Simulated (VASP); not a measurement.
The system is AlN.

```
Al N
1.0
     3.02680    0.00000    0.00000
    -1.51340    2.62129    0.00000
     0.00000    0.00000    5.14130
Al N
2 2
Direct
  0.33333 0.66667 0.00152
  0.66667 0.33333 0.50152
  0.33333 0.66667 0.38348
  0.66667 0.33333 0.88348
```

* Program: VASP 6.6.1
* Task: relaxation of the atoms
* Functional: LDA
* Potentials or basis: VASP PAW LDA potentials, release 64 (Al, N)
* Cutoff: 520 eV
* k mesh: 9 × 9 × 6
* Occupations: gaussian, width 0.05 eV
* Spin: no spin polarisation

At the start: pressure 2.4 GPa; volume 10.20 Å³/atom.

Q: Where does the relaxation end?

A: Over 3 steps the energy falls by 8.1 meV/atom; space group P6_3mc (No. 186, to 0.1 Å) before and after.

Step by step:
```tsv
step	energy change (eV)	largest force (eV/Å)	pressure (GPa)
1	0.0000	0.5985	2.42
2	-0.0317	0.0841	1.40
3	-0.0322	0.0004	1.48
```

Final structure:
```xyz
4
Lattice="3.0268 0.0000 0.0000 -1.5134 2.6213 0.0000 0.0000 0.0000 5.1413" Properties=species:S:1:pos:R:3 pbc="T T T"
Al    0.0000    1.7475    0.0336
Al    1.5134    0.8738    2.6042
N     0.0000    1.7475    1.9458
N     1.5134    0.8738    4.5165
```
